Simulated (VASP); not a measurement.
A run of VASP 6.6.1 is set up as follows.

INCAR

```
SYSTEM = SnO2
PREC     = Accurate       ! precision mode
ENCUT    = 520            ! plane-wave cutoff, eV
EDIFF    = 1E-7           ! SCF threshold, eV
ISMEAR   = 0              ! smearing method
SIGMA    = 0.05           ! smearing width, eV
LREAL    = .False.        ! projectors in reciprocal space
LASPH    = .True.         ! aspherical terms in the spheres
NELM     = 100            ! most SCF steps
ALGO     = Normal         ! electronic algorithm
ISIF     = 2              ! what is computed and relaxed
LWAVE    = .False.        ! write WAVECAR
LCHARG   = .False.        ! write CHGCAR
GGA      = CA             ! functional
NBANDS   = 20             ! bands
```

The input KPOINTS:

```
Automatic mesh
0
Gamma
  12 12 12
  0 0 0
```

Contents of POSCAR:

```
SnO2
1.0
    1.6170930752      0.9336291223      5.0886281390
   -1.6170930752      0.9336291223      5.0886281390
    0.0000000000     -1.8672582446      5.0886281390
Sn O
1 2
Direct
    0.5000000000      0.5000000000      0.5000000000
    0.2371700000      0.2371700000      0.2371700000
    0.7628300000      0.7628300000      0.7628300000
```

Potentials or basis: VASP PAW LDA potentials, release 64 (Sn_d, O).

Launch:

```bash
$ cat potpaw_LDA.64/Sn_d/POTCAR potpaw_LDA.64/O/POTCAR > POTCAR
$ mpirun -np 1 vasp_std > vasp.out
```

What does it give for the band gap on the k mesh?

1.80 eV, indirect (least direct gap 1.93 eV).

What does it give for the pressure?

-12.1 GPa.

Estimate the largest force.

1.359 eV/Å.

Stress tensor (GPa, compression positive):
```
-12.04   0.00   0.00
  0.00 -12.04   0.00
  0.00   0.00 -12.20
```

Caveat: the cell differs from its parent crystal (strain +0.0600 x Voigt [0, 0, 1, 0, 0, 0]); spin-orbit coupling is left out, which moves the levels of the heavy elements; forces of over 1 eV/Å act on the atoms, so gaps and moduli don't describe the material at rest. A k mesh can miss the band edges.
